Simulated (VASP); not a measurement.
**Hf2N: single point with r2SCAN**

Crystal: Hf2N.

```
Hf N
1.0
     5.32511    0.00000    0.00000
     0.00000    5.32511    0.00000
     0.00000    0.00000    3.24998
Hf N
4 2
Direct
  0.29549 0.29549 0.00000
  0.70451 0.70451 0.00000
  0.79549 0.20451 0.50000
  0.20451 0.79549 0.50000
  0.00000 0.00000 0.00000
  0.50000 0.50000 0.50000
```

```yaml
Program: VASP 6.6.1
Task: single point
Functional: r2SCAN
Potentials_or_basis: VASP PAW PBE potentials, release 64 (Hf_pv, N)
Cutoff: 520 eV
k_mesh: 8 × 8 × 12
Occupations: gaussian, width 0.1 eV
Spin: no spin polarisation
Dipole_correction: no
Further_INCAR_settings: ALGO = Normal; EDIFF = 1e-06; NBANDS = 34
```

The pressure is -1.5 GPa, the largest force is 0.015 eV/Å and the band gap on the k mesh is zero (bands 25 and 26 overlap by 2.75 eV).

Forces in eV/Å, atoms in the order of the input:
```
Hf   0.011  0.011  0.000
Hf  -0.011 -0.011  0.000
Hf   0.011 -0.011  0.000
Hf  -0.011  0.011  0.000
N    0.000  0.000  0.000
N    0.000  0.000  0.000
```

Stress tensor (GPa, compression positive):
```
-1.43  0.00  0.00
 0.00 -1.43  0.00
 0.00  0.00 -1.60
```

Levels at points of the mesh, in eV from the Fermi level:
```csv
k point,band 22,band 23,band 24,band 25,band 26,band 27,band 28,band 29
"(0.00, 0.00, 0.00)",-2.23,-0.47,1.01,1.11,1.11,1.18,1.78,1.97
"(0.50, 0.00, 0.00)",-2.71,-1.13,-1.13,1.40,1.40,2.01,2.01,2.13
"(0.50, 0.50, 0.00)",-2.00,-1.47,-1.47,1.03,1.03,1.63,1.63,2.01
"(0.00, 0.00, 0.50)",-1.67,-1.36,-1.36,-1.34,-1.34,2.28,2.28,3.89
"(0.50, 0.00, 0.50)",-1.99,-1.33,-1.33,-1.10,-1.10,1.82,1.82,4.01
"(0.50, 0.50, 0.50)",-1.86,-0.79,-0.79,-0.75,-0.75,1.28,1.28,2.92
```

Wall time 7 min on 1 thread of Intel(R) Xeon(R) 6975P-C (Granite Rapids), on a shared host, peak memory 0.38 GiB.

Caveat: the PAW data sets were made with another functional, which shifts forces and pressure a little; spin-orbit coupling is left out, which moves the levels of the heavy elements.
